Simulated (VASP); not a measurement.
A run of VASP 6.6.1:

The input INCAR:

```
SYSTEM = MgSe
ALGO = Normal
EDIFF = 1E-6
ENCUT = 600
GGA = PS
GGA_COMPAT = .False.
ISIF = 2
ISMEAR = 0
LASPH = .True.
LCHARG = .True.
LELF = .True.
LREAL = .False.
LVHAR = .True.
LWAVE = .False.
NBANDS = 11
NELM = 120
PREC = Accurate
SIGMA = 0.02
```

KPOINTS

```
k-points
0
Gamma
  10 10 10
  0 0 0
```

Contents of POSCAR:

```
MgSe
1.0
    0.0000000000      2.6843001588      2.6843001588
    2.6843001588      0.0000000000      2.6843001588
    2.6843001588      2.6843001588      0.0000000000
Mg Se
1 1
Direct
    0.0000000000      0.0000000000      0.0000000000
    0.5000000000      0.5000000000      0.5000000000
```

Potentials or basis: VASP PAW PBE potentials, release 64 (Mg, Se).

Run with:

```bash
$ cat potpaw_PBE.64/Mg/POTCAR potpaw_PBE.64/Se/POTCAR > POTCAR
$ mpirun -np 1 vasp_std > vasp.out
```

Hardware: 1 thread of AMD EPYC 7R13 Processor (Zen 3), with other jobs on the host.

Problem. How long does it take, and how much memory?

Solution. It took 16 s on 1 thread of AMD EPYC 7R13 Processor (Zen 3), on a shared host, peak memory 0.15 GiB. Counts: scf iterations 12, k points 47.
